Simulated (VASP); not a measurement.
# GaN (P6_3mc) in VASP: notebook

The runs below take GaN through single point, with PBE.

All numbers are computed with VASP 6.6.1; they aren't measurements. Logs are shortened: lines on timing, memory, paths and dates and some standing lists are left out, and cuts for length are marked.

## (1) The cell of the first run

It takes space group P6_3mc (No. 186, hexagonal). Conventional cell: a = 3.180 Å, b = 3.180 Å, c = 5.166 Å, α = 90.00°, β = 90.00°, γ = 120.00°. Ga (site symmetry 3m) has 4 N at 1.94 to 1.95 Å within 2.6 Å. Within 2.6 Å of N (site symmetry 3m) lie 4 Ga at 1.94 to 1.95 Å.

## (2) Single point, PBE

INCAR reads:

```
  PREC = Accurate
  ENCUT = 520
  EDIFF = 1E-6
  ISMEAR = 0
  SIGMA = 0.01
  LREAL = F
  LASPH = T
  NELM = 60
  ALGO = Normal
  ISIF = 2
  LWAVE = F
  LCHARG = F
  GGA = PE
  NBANDS = 26
```

KPOINTS reads:

```
Automatic mesh
0
Gamma
  3 3 2
```

POSCAR reads:

```
GaN
1.0
    3.1800000000      0.0000000000      0.0000000000
   -1.5900000000      2.7539610000      0.0000000000
    0.0000000000      0.0000000000      5.1660000000
Ga N
2 2
Direct
    0.3333333333      0.6666666667      0.0000000000
    0.6666666667      0.3333333333      0.5000000000
    0.3333333333      0.6666666667      0.3750000000
    0.6666666667      0.3333333333      0.8750000000
```

Potentials or basis: VASP PAW PBE potentials, release 64 (Ga_d, N).

Started as:

```bash
$ cat potpaw_PBE.64/Ga_d/POTCAR potpaw_PBE.64/N/POTCAR > POTCAR
$ mpirun -np 1 vasp_std > vasp.out
```

OUTCAR:

```text
PREC = Accurate
   ENCUT = 520
   EDIFF = 1E-6
   ISMEAR = 0
   LREAL = F
   LASPH = T
   NELM = 60
   ISIF = 2
   GGA = PE

 ion  position               nearest neighbor table
   1  0.333  0.667  0.000-   3 1.94   4 1.95   4 1.95   4 1.95
   2  0.667  0.333  0.500-   4 1.94   3 1.95   3 1.95   3 1.95
   3  0.333  0.667  0.375-   1 1.94   2 1.95   2 1.95   2 1.95
   4  0.667  0.333  0.875-   2 1.94   1 1.95   1 1.95   1 1.95

  LATTYP: Found a hexagonal cell.
 ALAT       =     3.1800000000
 C/A-ratio  =     1.6245283019

  Lattice vectors:

 A1 = (   3.1800000000,   0.0000000000,   0.0000000000)
 A2 = (  -1.5900000000,   2.7539610000,   0.0000000000)
 A3 = (   0.0000000000,   0.0000000000,   5.1660000000)

Analysis of symmetry for initial positions (statically):
=====================================================================
 Subroutine PRICEL returns:
 Original cell was already a primitive cell.

 Routine SETGRP: Setting up the symmetry group for a
 hexagonal supercell.

 Subroutine GETGRP returns: Found 12 space group operations
 (whereof  6 operations were pure point group operations)
 out of a pool of 24 trial point group operations.

The static configuration has the point symmetry C_3v.
 The point group associated with its full space group is C_6v.

Analysis of symmetry for dynamics (positions and initial velocities):
=====================================================================
 Subroutine PRICEL returns:
 Original cell was already a primitive cell.

 Routine SETGRP: Setting up the symmetry group for a
 hexagonal supercell.

 Subroutine GETGRP returns: Found 12 space group operations
 (whereof  6 operations were pure point group operations)
 out of a pool of 24 trial point group operations.

The dynamic configuration has the point symmetry C_3v.
 The point group associated with its full space group is C_6v.

 Subroutine INISYM returns: Found 12 space group operations
 (whereof  6 operations are pure point group operations),
 and found     1 'primitive' translations

----------------------------------------------------------------------------------------

                                     Primitive cell

  volume of cell :      45.2417

  direct lattice vectors                    reciprocal lattice vectors
     3.180000000  0.000000000  0.000000000     0.314465409  0.181556674  0.000000000
    -1.590000000  2.753961000  0.000000000     0.000000000  0.363113348  0.000000000
     0.000000000  0.000000000  5.166000000     0.000000000  0.000000000  0.193573364

  length of vectors
     3.180000000  3.180000187  5.166000000     0.363113370  0.363113348  0.193573364

  position of ions in fractional coordinates (direct lattice)
     0.333333333  0.666666667  0.000000000
     0.666666667  0.333333333  0.500000000
     0.333333333  0.666666667  0.375000000
     0.666666667  0.333333333  0.875000000

  ion indices of the primitive-cell ions
   primitive index   ion index
                 1           1
                 2           2
                 3           3
                 4           4

----------------------------------------------------------------------------------------

 KPOINTS: Automatic mesh

Automatic generation of k-mesh.
 Grid dimensions read from file:
 generate k-points for:    3    3    2

 Generating k-lattice:

  Cartesian coordinates                     Fractional coordinates (reciprocal lattice)
     0.104821803  0.060518891  0.000000000     0.333333333  0.000000000  0.000000000
     0.000000000  0.121037783  0.000000000     0.000000000  0.333333333  0.000000000
     0.000000000  0.000000000  0.096786682     0.000000000  0.000000000  0.500000000

  Length of vectors
     0.121037790  0.121037783  0.096786682

  Shift w.r.t. Gamma in fractional coordinates (k-lattice)
     0.000000000  0.000000000  0.000000000

 Subroutine IBZKPT returns following result:
 ===========================================

 Found      6 irreducible k-points:

 Following reciprocal coordinates:
            Coordinates               Weight
  0.000000  0.000000  0.000000      1.000000
  0.333333  0.000000  0.000000      6.000000
  0.333333  0.333333  0.000000      2.000000
  0.000000  0.000000  0.500000      1.000000
  0.333333  0.000000  0.500000      6.000000
  0.333333  0.333333  0.500000      2.000000
   k-points           NKPTS =      6   k-points in BZ     NKDIM =      6   number of bands    NBANDS=     26
   number of dos      NEDOS =    301   number of ions     NIONS =      4
   total plane-waves  NPLWV =  23040
   dimension x,y,z NGX =    24 NGY =   24 NGZ =   40
   dimension x,y,z NGXF=    48 NGYF=   48 NGZF=   80
   ions per type =               2   2
   NGX,Y,Z   is equivalent  to a cutoff of  12.55, 12.55, 12.87 a.u.
   NGXF,Y,Z  is equivalent  to a cutoff of  25.09, 25.09, 25.74 a.u.
 SYSTEM =  unknown system
   PREC   = accura    normal or accurate (medium, high low for compatibility)
   ISTART =      0    job   : 0-new  1-cont  2-samecut
   ICHARG =      2    charge: 1-file 2-atom 10-const
   ISPIN  =      1    spin polarized calculation?
   LNONCOLLINEAR =      F non collinear calculations
   LSORBIT =      F    spin-orbit coupling
   LASPH  =      T    aspherical Exc in radial PAW
   ENCUT  =  520.0 eV  38.22 Ry    6.18 a.u.   5.91  5.91  9.61*2*pi/ulx,y,z
   NELM   =     60;   NELMIN=  2; NELMDL= -5     # of ELM steps
   EDIFF  = 0.1E-05   stopping-criterion for ELM
   LREAL  =      F    real-space projection
   EDIFFG = 0.1E-04   stopping-criterion for IOM
   NSW    =      0    number of steps for IOM
   IBRION =     -1    ionic relax: 0-MD 1-quasi-New 2-CG
   NFREE  =      0    steps in history (QN), initial steepest desc. (CG)
   ISIF   =      2    stress and relaxation
   ISYM   =      2    0-nonsym 1-usesym 2-fastsym
   POTIM  = 0.5000    time-step for ionic-motion
   TEBEG  =    0.0;   TEEND  =   0.0 temperature during run
   PSTRESS=    0.0 pullay stress
   NELECT =      36.0000    total number of electrons
   NUPDOWN=      -1.0000    fix difference up-down
   EMIN   =  10.00;   EMAX   =-10.00  energy-range for DOS
   EFERMI =   0.00;   METHOD = LEGACY
   ISMEAR =     0;   SIGMA  =   0.01  broadening in eV -4-tet -1-fermi 0-gaus
   EFERMI_NEDOS =   21; number of points for ismear=-14 and -15
   IALGO  =     38    algorithm
[... 45 lines left out ...]
      6      -7.9365      2.00000
      7      -7.9365      2.00000
      8      -7.7478      2.00000
      9      -7.7478      2.00000
     10      -7.6456      2.00000
     11      -7.6456      2.00000
     12      -6.3749      2.00000
     13      -1.6737      2.00000
     14       4.4474      2.00000
     15       4.4474      2.00000
     16       5.4504      2.00000
     17       5.5191      2.00000
     18       5.5191      2.00000
     19       7.4575      0.00000
     20       9.7596      0.00000
     21      14.7598      0.00000
     22      15.3620      0.00000
     23      15.3620      0.00000
     24      16.2873      0.00000
     25      17.2186      0.00000
     26      17.2186      0.00000

 k-point     2 :       0.3333    0.0000    0.0000
  band No.  band energies     occupation
      1      -9.8387      2.00000
      2      -9.4897      2.00000
      3      -7.9528      2.00000
      4      -7.9321      2.00000
      5      -7.8543      2.00000
      6      -7.7874      2.00000
      7      -7.7832      2.00000
      8      -7.7523      2.00000
      9      -7.6991      2.00000
     10      -7.6282      2.00000
     11      -7.3365      2.00000
     12      -5.8157      2.00000
     13      -0.5348      2.00000
     14       0.5434      2.00000
     15       1.5809      2.00000
     16       3.0834      2.00000
     17       4.1912      2.00000
     18       4.7699      2.00000
     19      10.3922      0.00000
     20      11.2323      0.00000
     21      12.2121      0.00000
     22      13.9761      0.00000
     23      15.8772      0.00000
     24      16.0754      0.00000
     25      17.1430      0.00000
     26      18.7280      0.00000

 k-point     3 :       0.3333    0.3333    0.0000
  band No.  band energies     occupation
      1      -9.5103      2.00000
      2      -9.5103      2.00000
      3      -8.0094      2.00000
      4      -7.7959      2.00000
      5      -7.7959      2.00000
      6      -7.7756      2.00000
      7      -7.7643      2.00000
      8      -7.7643      2.00000
      9      -7.7127      2.00000
     10      -7.6651      2.00000
     11      -5.9504      2.00000
     12      -5.9504      2.00000
     13       0.1185      2.00000
     14       0.1185      2.00000
     15       0.1420      2.00000
     16       2.4463      2.00000
     17       2.4463      2.00000
     18       2.7790      2.00000
     19      10.5820      0.00000
     20      13.3676      0.00000
     21      13.3676      0.00000
     22      13.9462      0.00000
     23      15.4066      0.00000
     24      15.4066      0.00000
     25      18.1008      0.00000
     26      18.1018      0.00000

 k-point     4 :       0.0000    0.0000    0.5000
  band No.  band energies     occupation
      1      -9.9957      2.00000
      2      -9.9957      2.00000
      3      -7.9793      2.00000
      4      -7.9793      2.00000
      5      -7.9793      2.00000
      6      -7.9793      2.00000
      7      -7.6870      2.00000
      8      -7.6870      2.00000
      9      -7.6870      2.00000
     10      -7.6870      2.00000
     11      -7.6760      2.00000
     12      -7.6760      2.00000
     13       1.6142      2.00000
     14       1.6142      2.00000
     15       4.9693      2.00000
     16       4.9693      2.00000
     17       4.9693      2.00000
     18       4.9693      2.00000
     19       9.7743      0.00000
     20       9.7743      0.00000
     21      14.0119      0.00000
     22      14.0119      0.00000
     23      15.8867      0.00000
     24      15.8867      0.00000
     25      15.8867      0.00000
     26      15.8867      0.00000

 k-point     5 :       0.3333    0.0000    0.5000
  band No.  band energies     occupation
      1      -9.5881      2.00000
      2      -9.5881      2.00000
      3      -7.9447      2.00000
      4      -7.9447      2.00000
      5      -7.8544      2.00000
      6      -7.8544      2.00000
      7      -7.7536      2.00000
      8      -7.7536      2.00000
      9      -7.6702      2.00000
     10      -7.6702      2.00000
     11      -6.8190      2.00000
     12      -6.8190      2.00000
     13      -0.0224      2.00000
     14      -0.0224      2.00000
     15       3.3847      2.00000
     16       3.3847      2.00000
     17       3.8607      2.00000
     18       3.8607      2.00000
     19      10.3686      0.00000
     20      10.3686      0.00000
     21      13.3292      0.00000
     22      13.3292      0.00000
     23      15.5101      0.00000
     24      15.5101      0.00000
     25      17.4856      0.00000
     26      17.4856      0.00000

 k-point     6 :       0.3333    0.3333    0.5000
  band No.  band energies     occupation
      1      -9.4628      2.00000
      2      -9.4628      2.00000
      3      -7.8854      2.00000
      4      -7.8854      2.00000
      5      -7.8658      2.00000
      6      -7.8658      2.00000
      7      -7.7253      2.00000
      8      -7.7253      2.00000
      9      -7.7024      2.00000
     10      -7.7024      2.00000
     11      -5.9371      2.00000
     12      -5.9371      2.00000
     13      -0.7318      2.00000
     14      -0.7318      2.00000
     15       1.2591      2.00000
     16       1.2591      2.00000
     17       3.9954      2.00000
     18       3.9954      2.00000
     19      11.9527      0.00000
     20      11.9527      0.00000
     21      12.8154      0.00000
     22      12.8154      0.00000
     23      14.5869      0.00000
     24      14.5869      0.00000
     25      19.5242      0.00000
     26      19.5265      0.00000

------------------------ aborting loop because EDIFF is reached ----------------------------------------

  FORCE on cell =-STRESS in cart. coord.  units (eV):
  Direction    XX          YY          ZZ          XY          YZ          ZX
  --------------------------------------------------------------------------------------
  -------------------------------------------------------------------------------------
  Total        2.1096365      2.1096368      2.1158522      0.0000000      0.0000000      0.0000000
  in kB       74.7100297     74.7100414     74.9301499      0.0000000      0.0000000      0.0000000
  external PRESSURE =      74.7834070 kB  Pullay stress =       0.0000000 kB

 VOLUME and BASIS-vectors are now :
 -----------------------------------------------------------------------------
  energy-cutoff  :      520.00
  volume of cell :       45.24
      direct lattice vectors                 reciprocal lattice vectors
     3.180000000  0.000000000  0.000000000     0.314465409  0.181556674  0.000000000
    -1.590000000  2.753961000  0.000000000     0.000000000  0.363113348  0.000000000
     0.000000000  0.000000000  5.166000000     0.000000000  0.000000000  0.193573364

 POSITION                                       TOTAL-FORCE (eV/Angst)
 -----------------------------------------------------------------------------------
     -0.00000      1.83597      0.00000        -0.000000     -0.000000     -0.118479
      1.59000      0.91799      2.58300        -0.000000      0.000000     -0.118479
     -0.00000      1.83597      1.93725         0.000000      0.000000      0.118479
      1.59000      0.91799      4.52025        -0.000000     -0.000000      0.118479
 -----------------------------------------------------------------------------------
    total drift:                               -0.000001     -0.000001     -0.000251

  FREE ENERGIE OF THE ION-ELECTRON SYSTEM (eV)
  ---------------------------------------------------
  free  energy   TOTEN  =       -23.9862152698 eV

  energy  without entropy=      -23.9862152698  energy(sigma->0) =      -23.98621527
```

It took 13 s on 1 thread of Intel Xeon Platinum 8259CL at 2.50GHz (Skylake/Cascade Lake), shared host; peak memory 0.15 GiB.

Results:

- Free energy: -23.9862 eV
- Pressure: 7.5 GPa
- Largest force: 0.118 eV/Å
- Band gap on the k mesh: 1.94 eV, direct

Forces in eV/Å, atoms in the order of the input:
```
Ga   0.000  0.000 -0.118
Ga   0.000  0.000 -0.118
N    0.000  0.000  0.118
N    0.000  0.000  0.118
```

Levels at points of the mesh, in eV from the valence-band top:
| k point | band 15 | band 16 | band 17 | band 18 | band 19 | band 20 | band 21 | band 22 |
| --- | --- | --- | --- | --- | --- | --- | --- | --- |
| (0.00, 0.00, 0.00) | -1.07 | -0.07 | 0.00 | 0.00 | 1.94 | 4.24 | 9.24 | 9.84 |
| (0.00, 0.00, 0.50) | -0.55 | -0.55 | -0.55 | -0.55 | 4.26 | 4.26 | 8.49 | 8.49 |

Caveat: the k points lie up to 0.76 Å⁻¹ apart.

## (3) Single point, PBE

INCAR reads:

```
SYSTEM = GaN
PREC     = Accurate       ! precision mode
ENCUT    = 520            ! plane-wave cutoff, eV
EDIFF    = 1E-6           ! SCF threshold, eV
ISMEAR   = 0              ! smearing method
SIGMA    = 0.01           ! smearing width, eV
LREAL    = .FALSE.        ! projectors in reciprocal space
LASPH    = .TRUE.         ! aspherical terms in the spheres
NELM     = 60             ! most SCF steps
ALGO     = Normal         ! electronic algorithm
ISIF     = 2              ! what is computed and relaxed
LWAVE    = .FALSE.        ! write WAVECAR
LCHARG   = .TRUE.         ! write CHGCAR
GGA      = PE             ! functional
LELF     = .TRUE.         ! ELF
LVHAR    = .TRUE.       
NBANDS   = 26             ! bands
```

KPOINTS reads:

```
regular mesh
0
G
  4 4 2
  0 0 0
```

POSCAR is that of step 2.

Potentials or basis: VASP PAW PBE potentials, release 64 (Ga_d, N).

Started as:

```bash
$ cat potpaw_PBE.64/Ga_d/POTCAR potpaw_PBE.64/N/POTCAR > POTCAR
$ mpirun -np 1 vasp_std > vasp.out
```

Wall time 16 s (1 thread of Intel Xeon Platinum 8259CL at 2.50GHz (Skylake/Cascade Lake), shared host); peak memory 0.15 GiB.

It converged, with:

```
Free energy            : -24.2195 eV
Pressure               : 7.3 GPa
Largest force          : 0.130 eV/Å
Band gap on the k mesh : 1.96 eV, direct
```

Forces on the atoms (eV/Å):
```
Ga   0.000  0.000 -0.130
Ga   0.000  0.000 -0.130
N    0.000  0.000  0.130
N    0.000  0.000  0.130
```

Stress tensor (GPa, compression positive):
```
6.72 0.00 0.00
0.00 6.72 0.00
0.00 0.00 8.43
```

Levels at points of the mesh, in eV from the valence-band top:
```tsv
k point	band 14	band 15	band 16	band 17	band 18	band 19	band 20	band 21	band 22	band 23
(0.00, 0.00, 0.00)	-1.07	-1.07	-0.06	0.00	0.00	1.96	4.28	9.25	9.90	9.90
(0.50, 0.00, 0.00)	-5.31	-4.28	-2.79	-2.27	-0.99	5.06	5.60	6.06	8.66	10.37
(0.00, 0.00, 0.50)	-3.88	-0.55	-0.55	-0.55	-0.55	4.28	4.28	8.53	8.53	10.42
(0.50, 0.00, 0.50)	-6.66	-1.97	-1.97	-1.93	-1.93	4.41	4.41	7.83	7.83	10.02
```

Caveat: the k points lie up to 0.61 Å⁻¹ apart. A hybrid or GW would open this gap; PBE tends to underestimate it.

## (4) Single point, PBE

INCAR reads:

```
SYSTEM = GaN
ALGO = Normal ; EDIFF = 1E-6
ENCUT = 520 ; GGA = PE
ISIF = 2 ; ISMEAR = 0
LASPH = .TRUE. ; LCHARG = .FALSE.
LREAL = .FALSE. ; LWAVE = .FALSE.
NBANDS = 26 ; NELM = 100
PREC = Accurate ; SIGMA = 0.01
```

KPOINTS reads:

```
k-points
0
G
  5 5 3
  0 0 0
```

POSCAR is that of step 3.

Started as:

```bash
$ cat potpaw_PBE.64/Ga_d/POTCAR potpaw_PBE.64/N/POTCAR > POTCAR
$ mpirun -np 1 vasp_std > vasp.out
```

It took 18 s on 1 thread of Intel Xeon Platinum 8259CL at 2.50GHz (Skylake/Cascade Lake), shared host; peak memory 0.15 GiB.

The run converged. Its results:

- Free energy: -24.2664 eV
- Pressure: 7.3 GPa
- Largest force: 0.134 eV/Å
- Band gap on the k mesh: 1.97 eV, direct

Forces on the atoms (eV/Å):
```
Ga   0.000  0.000 -0.134
Ga   0.000  0.000 -0.134
N    0.000  0.000  0.134
N    0.000  0.000  0.134
```

Stress tensor (GPa, compression positive):
```
6.63 0.00 0.00
0.00 6.63 0.00
0.00 0.00 8.66
```

Levels at points of the mesh, in eV from the valence-band top:
```
           k point  band 14  band 15  band 16  band 17  band 18  band 19  band 20  band 21  band 22  band 23
(0.00, 0.00, 0.00)    -1.06    -1.06    -0.06     0.00     0.00     1.97     4.30     9.26     9.91     9.91
```

Caveat: the k points lie up to 0.46 Å⁻¹ apart.

## (5) Single point, PBE

INCAR reads:

```
  ALGO = Normal
  EDIFF = 1E-6
  ENCUT = 520
  GGA = PE
  ISIF = 2
  ISMEAR = 0
  LASPH = T
  LCHARG = F
  LREAL = F
  LWAVE = F
  NBANDS = 26
  NELM = 60
  PREC = Accurate
  SIGMA = 0.01
```

KPOINTS reads:

```
k-points
0
Gamma
  7 7 4
```

POSCAR is that of step 4.

Started as:

```bash
$ cat potpaw_PBE.64/Ga_d/POTCAR potpaw_PBE.64/N/POTCAR > POTCAR
$ mpirun -np 1 vasp_std > vasp.out
```

Wall time 31 s (1 thread of Intel Xeon Platinum 8259CL at 2.50GHz (Skylake/Cascade Lake), shared host); peak memory 0.16 GiB.

The run converged. Its results:

```
Free energy            : -24.2837 eV
Pressure               : 7.4 GPa
Largest force          : 0.135 eV/Å
Band gap on the k mesh : 1.97 eV, direct
```

Forces on the atoms (eV/Å):
```
Ga   0.000  0.000 -0.135
Ga   0.000  0.000 -0.135
N    0.000  0.000  0.135
N    0.000  0.000  0.135
```

Stress tensor (GPa, compression positive):
```
6.64 0.00 0.00
0.00 6.64 0.00
0.00 0.00 8.78
```

Levels at points of the mesh, in eV from the valence-band top:
| k point | band 16 | band 17 | band 18 | band 19 | band 20 | band 21 |
| --- | --- | --- | --- | --- | --- | --- |
| (0.00, 0.00, 0.00) | -0.06 | 0.00 | 0.00 | 1.97 | 4.30 | 9.26 |
| (0.00, 0.00, 0.50) | -0.54 | -0.54 | -0.54 | 4.29 | 4.29 | 8.54 |

## (6) Overview

```tsv
k mesh	gap on the mesh (eV)	pressure (GPa)	largest force (eV/Å)
3 × 3 × 2	1.94	7.5	0.12
4 × 4 × 2	1.96	7.3	0.13
5 × 5 × 3	1.97	7.3	0.13
7 × 7 × 4	1.97	7.4	0.13
```

Alike in all rows: task single point; level PBE; potentials or basis VASP PAW PBE potentials, release 64 (Ga_d, N); no spin polarisation; cell as given; cutoff (eV) 520; smearing gaussian 0.01 eV.

Caveats: some runs use coarse meshes.

Absolute energies hang on the potentials; compare differences alone.
